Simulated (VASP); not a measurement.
# MgSe (Fm-3m) in VASP: further runs

Runs on MgSe. Level: PBE. Tasks: single point.

Program: VASP 6.6.1. These are calculated values, not measurements. Logs are shortened: lines on timing, memory, paths and dates and some standing lists are left out, and cuts for length are marked.

**1. The cell of the first run**

Symmetry: Fm-3m, No. 225, cubic system. Conventional cell: a = 5.396 Å, b = 5.396 Å, c = 5.396 Å, α = 90.00°, β = 90.00°, γ = 90.00°. Mg (site symmetry m-3m) has 6 Se at 2.70 Å within 3.6 Å. Se (site symmetry m-3m) has 6 Mg at 2.70 Å within 3.6 Å.

**2. Single point, PBE (volume changed by -6%)**

INCAR reads:

```
  ALGO = Normal
  EDIFF = 1E-6
  ENCUT = 600
  GGA = PE
  GGA_COMPAT = F
  ISIF = 2
  ISMEAR = 0
  LASPH = T
  LCHARG = F
  LREAL = F
  LWAVE = F
  NBANDS = 11
  NELM = 120
  PREC = Accurate
  SIGMA = 0.01
```

KPOINTS reads:

```
k-points
0
Gamma
  6 6 6
```

POSCAR reads:

```
MgSe
1.0
    0.0000000000      2.6982441545      2.6982441545
    2.6982441545      0.0000000000      2.6982441545
    2.6982441545      2.6982441545      0.0000000000
Mg Se
1 1
Direct
    0.0000000000      0.0000000000      0.0000000000
    0.5000000000      0.5000000000      0.5000000000
```

Potentials or basis: VASP PAW PBE potentials, release 64 (Mg, Se).

Launch:

```sh
> cat potpaw_PBE.64/Mg/POTCAR potpaw_PBE.64/Se/POTCAR > POTCAR
> mpirun -np 1 vasp_std > vasp.out
```

OUTCAR:

```text
EDIFF = 1E-6
   ENCUT = 600
   GGA = PE
   ISIF = 2
   ISMEAR = 0
   LASPH = T
   LREAL = F
   NELM = 120
   PREC = Accurate

 ion  position               nearest neighbor table
   1  0.000  0.000  0.000-   2 2.70   2 2.70   2 2.70   2 2.70   2 2.70   2 2.70
   2  0.500  0.500  0.500-   1 2.70   1 2.70   1 2.70   1 2.70   1 2.70   1 2.70

  LATTYP: Found a face centered cubic cell.
 ALAT       =     5.3964883090

  Lattice vectors:

 A1 = (   0.0000000000,   2.6982441545,   2.6982441545)
 A2 = (   2.6982441545,   0.0000000000,   2.6982441545)
 A3 = (   2.6982441545,   2.6982441545,   0.0000000000)

Analysis of symmetry for initial positions (statically):
=====================================================================
 Subroutine PRICEL returns:
 Original cell was already a primitive cell.

 Routine SETGRP: Setting up the symmetry group for a
 face centered cubic supercell.

 Subroutine GETGRP returns: Found 48 space group operations
 (whereof 48 operations were pure point group operations)
 out of a pool of 48 trial point group operations.

The static configuration has the point symmetry O_h .

Analysis of symmetry for dynamics (positions and initial velocities):
=====================================================================
 Subroutine PRICEL returns:
 Original cell was already a primitive cell.

 Routine SETGRP: Setting up the symmetry group for a
 face centered cubic supercell.

 Subroutine GETGRP returns: Found 48 space group operations
 (whereof 48 operations were pure point group operations)
 out of a pool of 48 trial point group operations.

The dynamic configuration has the point symmetry O_h .

 Subroutine INISYM returns: Found 48 space group operations
 (whereof 48 operations are pure point group operations),
 and found     1 'primitive' translations

----------------------------------------------------------------------------------------

                                     Primitive cell

  volume of cell :      39.2892

  direct lattice vectors                    reciprocal lattice vectors
     0.000000000  2.698244155  2.698244155    -0.185305692  0.185305692  0.185305692
     2.698244155  0.000000000  2.698244155     0.185305692 -0.185305692  0.185305692
     2.698244155  2.698244155  0.000000000     0.185305692  0.185305692 -0.185305692

  length of vectors
     3.815893478  3.815893478  3.815893478     0.320958873  0.320958873  0.320958873

  position of ions in fractional coordinates (direct lattice)
     0.000000000  0.000000000  0.000000000
     0.500000000  0.500000000  0.500000000

  ion indices of the primitive-cell ions
   primitive index   ion index
                 1           1
                 2           2

----------------------------------------------------------------------------------------

 KPOINTS: k-points

Automatic generation of k-mesh.
 Grid dimensions read from file:
 generate k-points for:    6    6    6

 Generating k-lattice:

  Cartesian coordinates                     Fractional coordinates (reciprocal lattice)
    -0.030884282  0.030884282  0.030884282     0.166666667  0.000000000  0.000000000
     0.030884282 -0.030884282  0.030884282     0.000000000  0.166666667  0.000000000
     0.030884282  0.030884282 -0.030884282     0.000000000  0.000000000  0.166666667

  Length of vectors
     0.053493146  0.053493146  0.053493146

  Shift w.r.t. Gamma in fractional coordinates (k-lattice)
     0.000000000  0.000000000  0.000000000

 Subroutine IBZKPT returns following result:
 ===========================================

 Found     16 irreducible k-points:

 Following reciprocal coordinates:
            Coordinates               Weight
  0.000000  0.000000  0.000000      1.000000
  0.166667  0.000000  0.000000      8.000000
  0.333333  0.000000  0.000000      8.000000
  0.500000  0.000000  0.000000      4.000000
  0.166667  0.166667  0.000000      6.000000
  0.333333  0.166667  0.000000     24.000000
[... 8 lines left out ...]
 -0.333333  0.333333  0.166667     24.000000
 -0.333333  0.500000  0.166667     12.000000
   k-points           NKPTS =     16   k-points in BZ     NKDIM =     16   number of bands    NBANDS=     11
   number of dos      NEDOS =    301   number of ions     NIONS =      2
   total plane-waves  NPLWV =  27000
   dimension x,y,z NGX =    30 NGY =   30 NGZ =   30
   dimension x,y,z NGXF=    60 NGYF=   60 NGZF=   60
   ions per type =               1   1
   NGX,Y,Z   is equivalent  to a cutoff of  13.07, 13.07, 13.07 a.u.
   NGXF,Y,Z  is equivalent  to a cutoff of  26.14, 26.14, 26.14 a.u.
 SYSTEM =  unknown system
   PREC   = accura    normal or accurate (medium, high low for compatibility)
   ISTART =      0    job   : 0-new  1-cont  2-samecut
   ICHARG =      2    charge: 1-file 2-atom 10-const
   ISPIN  =      1    spin polarized calculation?
   LNONCOLLINEAR =      F non collinear calculations
   LSORBIT =      F    spin-orbit coupling
   LASPH  =      T    aspherical Exc in radial PAW
   ENCUT  =  600.0 eV  44.10 Ry    6.64 a.u.   7.62  7.62  7.62*2*pi/ulx,y,z
   NELM   =    120;   NELMIN=  2; NELMDL= -5     # of ELM steps
   EDIFF  = 0.1E-05   stopping-criterion for ELM
   LREAL  =      F    real-space projection
   EDIFFG = 0.1E-04   stopping-criterion for IOM
   NSW    =      0    number of steps for IOM
   IBRION =     -1    ionic relax: 0-MD 1-quasi-New 2-CG
   NFREE  =      0    steps in history (QN), initial steepest desc. (CG)
   ISIF   =      2    stress and relaxation
   ISYM   =      2    0-nonsym 1-usesym 2-fastsym
   POTIM  = 0.5000    time-step for ionic-motion
   TEBEG  =    0.0;   TEEND  =   0.0 temperature during run
   PSTRESS=    0.0 pullay stress
   NELECT =       8.0000    total number of electrons
   NUPDOWN=      -1.0000    fix difference up-down
   EMIN   =  10.00;   EMAX   =-10.00  energy-range for DOS
   EFERMI =   0.00;   METHOD = LEGACY
   ISMEAR =     0;   SIGMA  =   0.01  broadening in eV -4-tet -1-fermi 0-gaus
   EFERMI_NEDOS =   21; number of points for ismear=-14 and -15
   IALGO  =     38    algorithm
   IMIX   =      4    mixing-type and parameters
     AMIX     =   0.40;   BMIX     =  1.00
     AMIX_MAG =   1.60;   BMIX_MAG =  1.00
  volume/ion in A,a.u.               =      19.64       132.57
  Fermi-wavevector in a.u.,A,eV,Ry     =   0.963120  1.820032 12.620757  0.927599
  Thomas-Fermi vector in A             =   2.092638
   LORBIT       =      0    0 simple, 1 ext, 2 COOP (PROOUT), +10 PAW based schemes
   GGA     = PE    functional components
   LHFCALC =     F    Hartree Fock is set to
   AEXX    =    0.0000 exact exchange contribution
   IVDW    =     0    specifies the selected vdW correction
   LEPSILON=     F    determine dielectric tensor
   LRPA    =     F    only Hartree local field effects (RPA)
 non-spin polarized calculation
 Gauss-broadening in eV      SIGMA  =   0.01
  energy-cutoff  :      600.00
  volume of cell :       39.29
 maximum number of plane-waves:      1363
   NGX = 15   NGY = 15   NGZ = 15

 number of electron       8.0000001 magnetization

 Free energy of the ion-electron system (eV)
  ---------------------------------------------------
  ext. energy  EPLUGINS =         0.00000000
  ---------------------------------------------------
  free energy    TOTEN  =        -7.45599059 eV

  energy without entropy =       -7.45599059  energy(sigma->0) =       -7.45599059

 E-fermi :   3.6059     XC(G=0):  -9.6112

 val. band max:        3.4917731593   @ k =   0.0000   0.0000   0.0000
 cond. band min:       5.3409474680   @ k =   0.5000   0.5000   0.0000
 fundamental gap:      1.8491743087
 Fermi energy:         3.6059176446

 k-point     1 :       0.0000    0.0000    0.0000
  band No.  band energies     occupation
      1      -9.6244      2.00000
      2       3.4918      2.00000
      3       3.4918      2.00000
      4       3.4918      2.00000
      5       6.2957      0.00000
      6      10.8877      0.00000
      7      10.8877      0.00000
      8      10.8877      0.00000
      9      13.5128      0.00000
     10      13.5128      0.00000
     11      14.5017      0.00000

 k-point     2 :       0.1667    0.0000    0.0000
  band No.  band energies     occupation
      1      -9.3798      2.00000
      2       1.6221      2.00000
      3       3.3120      2.00000
      4       3.3120      2.00000
      5       7.5572      0.00000
      6      10.6756      0.00000
      7      11.1026      0.00000
      8      11.1026      0.00000
      9      12.4442      0.00000
     10      12.4442      0.00000
     11      14.1736      0.00000

 k-point     3 :       0.3333    0.0000    0.0000
  band No.  band energies     occupation
      1      -8.7952      2.00000
      2      -0.6525      2.00000
      3       3.0055      2.00000
      4       3.0055      2.00000
      5       7.5620      0.00000
      6      10.0770      0.00000
      7      10.0770      0.00000
      8      12.3537      0.00000
      9      13.5390      0.00000
     10      14.3615      0.00000
     11      14.3615      0.00000

 k-point     4 :       0.5000    0.0000    0.0000
  band No.  band energies     occupation
      1      -8.4282      2.00000
      2      -1.6301      2.00000
      3       2.8722      2.00000
      4       2.8722      2.00000
      5       7.3532      0.00000
      6       9.6235      0.00000
      7       9.6235      0.00000
      8      12.3466      0.00000
      9      15.1563      0.00000
     10      17.5281      0.00000
     11      17.5281      0.00000

 k-point     5 :       0.1667    0.1667    0.0000
  band No.  band energies     occupation
      1      -9.3003      2.00000
      2       1.7288      2.00000
      3       2.8873      2.00000
      4       2.8873      2.00000
      5       8.1732      0.00000
      6       9.3971      0.00000
      7      10.5152      0.00000
      8      12.0959      0.00000
      9      12.0959      0.00000
     10      13.9803      0.00000
     11      15.8481      0.00000
[... 99 lines left out ...]
 k-point    13 :       0.5000    0.5000    0.0000
  band No.  band energies     occupation
      1      -8.0825      2.00000
      2      -0.9435      2.00000
      3       1.6284      2.00000
      4       1.6284      2.00000
      5       5.3409      0.00000
      6       7.3584      0.00000
      7      15.5413      0.00000
      8      15.9599      0.00000
      9      15.9599      0.00000
     10      16.2356      0.00000
     11      19.5655      0.00000

 k-point    14 :       0.5000    0.3333    0.1667
  band No.  band energies     occupation
      1      -8.3973      2.00000
      2      -0.4798      2.00000
      3       1.0979      2.00000
      4       2.1153      2.00000
      5       7.9876      0.00000
      6       9.6808      0.00000
      7      10.1048      0.00000
      8      12.8936      0.00000
      9      14.5008      0.00000
     10      17.0186      0.00000
     11      18.0023      0.00000

 k-point    15 :      -0.3333    0.3333    0.1667
  band No.  band energies     occupation
      1      -8.1483      2.00000
      2      -0.7103      2.00000
      3       0.5620      2.00000
      4       1.7171      2.00000
      5       8.1321      0.00000
      6       9.5426      0.00000
      7      11.9034      0.00000
      8      11.9222      0.00000
      9      14.6712      0.00000
     10      16.3195      0.00000
     11      18.8778      0.00000

 k-point    16 :      -0.3333    0.5000    0.1667
  band No.  band energies     occupation
      1      -8.0538      2.00000
      2      -0.4973      2.00000
      3       0.6937      2.00000
      4       1.0050      2.00000
      5       7.1624      0.00000
      6       9.2716      0.00000
      7      11.8300      0.00000
      8      13.1074      0.00000
      9      16.3730      0.00000
     10      17.6283      0.00000
     11      18.3498      0.00000

------------------------ aborting loop because EDIFF is reached ----------------------------------------

  FORCE on cell =-STRESS in cart. coord.  units (eV):
  Direction    XX          YY          ZZ          XY          YZ          ZX
  --------------------------------------------------------------------------------------
  -------------------------------------------------------------------------------------
  Total        1.0186561      1.0186561      1.0186561      0.0000000     -0.0000000      0.0000000
  in kB       41.5398039     41.5398039     41.5398039      0.0000000     -0.0000000      0.0000000
  external PRESSURE =      41.5398039 kB  Pullay stress =       0.0000000 kB

 VOLUME and BASIS-vectors are now :
 -----------------------------------------------------------------------------
  energy-cutoff  :      600.00
  volume of cell :       39.29
      direct lattice vectors                 reciprocal lattice vectors
     0.000000000  2.698244155  2.698244155    -0.185305692  0.185305692  0.185305692
     2.698244155  0.000000000  2.698244155     0.185305692 -0.185305692  0.185305692
     2.698244155  2.698244155  0.000000000     0.185305692  0.185305692 -0.185305692

 POSITION                                       TOTAL-FORCE (eV/Angst)
 -----------------------------------------------------------------------------------
      0.00000      0.00000      0.00000         0.000000     -0.000000      0.000000
      2.69824      2.69824      2.69824        -0.000000      0.000000     -0.000000
 -----------------------------------------------------------------------------------
    total drift:                               -0.000000     -0.000000      0.000000

  FREE ENERGIE OF THE ION-ELECTRON SYSTEM (eV)
  ---------------------------------------------------
  free  energy   TOTEN  =        -7.4559905950 eV

  energy  without entropy=       -7.4559905950  energy(sigma->0) =       -7.45599059
```

Run time: 18 s. Hardware: 1 thread of Intel Xeon 8259CL, shared host; peak memory 0.16 GiB.

What came out:

```yaml
Free_energy: -7.4560 eV
Pressure: 4.2 GPa
Band_gap_on_the_k_mesh: 1.85 eV, indirect (least direct gap 2.80 eV)
```

 A k mesh can miss the band edges.

**3. Single point, PBE (volume changed by -3%)**

INCAR reads:

```
ALGO     = Normal         # electronic algorithm
EDIFF    = 1E-6           # SCF threshold, eV
ENCUT    = 600            # plane-wave cutoff, eV
GGA      = PE             # functional
GGA_COMPAT= False        
ISIF     = 2              # what is computed and relaxed
ISMEAR   = 0              # smearing method
LASPH    = True           # aspherical terms in the spheres
LCHARG   = False          # write CHGCAR
LREAL    = False          # projectors in reciprocal space
LWAVE    = False          # write WAVECAR
NBANDS   = 11             # bands
NELM     = 120            # most SCF steps
PREC     = Accurate       # precision mode
SIGMA    = 0.01           # smearing width, eV
```

KPOINTS is that of step 2.

POSCAR reads:

```
MgSe
1.0
    0.0000000000      2.7266488119      2.7266488119
    2.7266488119      0.0000000000      2.7266488119
    2.7266488119      2.7266488119      0.0000000000
Mg Se
1 1
Direct
    0.0000000000      0.0000000000      0.0000000000
    0.5000000000      0.5000000000      0.5000000000
```

Potentials or basis: VASP PAW PBE potentials, release 64 (Mg, Se).

Launch:

```sh
> cat potpaw_PBE.64/Mg/POTCAR potpaw_PBE.64/Se/POTCAR > POTCAR
> mpirun -np 1 vasp_std > vasp.out
```

It took 21 s on 1 thread of Intel Xeon 8259CL, shared host; peak memory 0.17 GiB.

It converged, with:

* Free energy: -7.4792 eV
* Pressure: 1.9 GPa
* Band gap on the k mesh: 1.80 eV, indirect (least direct gap 2.59 eV)

Levels at points of the mesh, in eV from the valence-band top:
```csv
k point,band 2,band 3,band 4,band 5,band 6,band 7
"(0.00, 0.00, 0.00)",0.00,0.00,0.00,2.59,7.41,7.41
"(0.50, 0.00, 0.00)",-4.95,-0.58,-0.58,3.82,6.09,6.09
"(0.50, 0.50, 0.00)",-4.26,-1.78,-1.78,1.80,3.96,11.74
```
